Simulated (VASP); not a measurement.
A run of VASP 6.6.1:

File INCAR:

```
SYSTEM = GdO
  ALGO = Normal
  EDIFF = 1E-7
  ENCUT = 520
  GGA = RP
  ISIF = 2
  ISMEAR = -1
  ISPIN = 2
  LASPH = .True.
  LCHARG = .True.
  LELF = .True.
  LMAXMIX = 6
  LORBIT = 11
  LREAL = .False.
  LVHAR = .True.
  LWAVE = .False.
  MAGMOM = 7 0
  NBANDS = 23
  NELM = 150
  PREC = Accurate
  SIGMA = 0.05
```

KPOINTS

```
k-points
0
Gamma
  6 6 5
  0 0 0
```

The input POSCAR:

```
GdO
1.0
    3.1132995800      0.0000000000      0.0000000000
   -1.5566497900      2.6961965200      0.0000000000
    0.0000000000      0.0000000000      3.0384261400
Gd O
1 1
Direct
    0.0000000000      0.0000000000      0.0000000000
    0.6666666667      0.3333333333      0.5000000000
```

Potentials or basis: VASP PAW PBE potentials, release 64 (Gd, O).

Command:

```sh
$ cat potpaw_PBE.64/Gd/POTCAR potpaw_PBE.64/O/POTCAR > POTCAR
$ mpirun -np 1 vasp_std > vasp.out
```

Hardware: 1 thread of AMD EPYC 7R13 Processor (Zen 3), on a shared host.

**Question.** Estimate the wall time of this run.

**Answer.** Run time: 62 s on 1 thread of AMD EPYC 7R13 Processor (Zen 3), on a shared host, peak memory 0.14 GiB. Counts: scf iterations 23, k points 21.
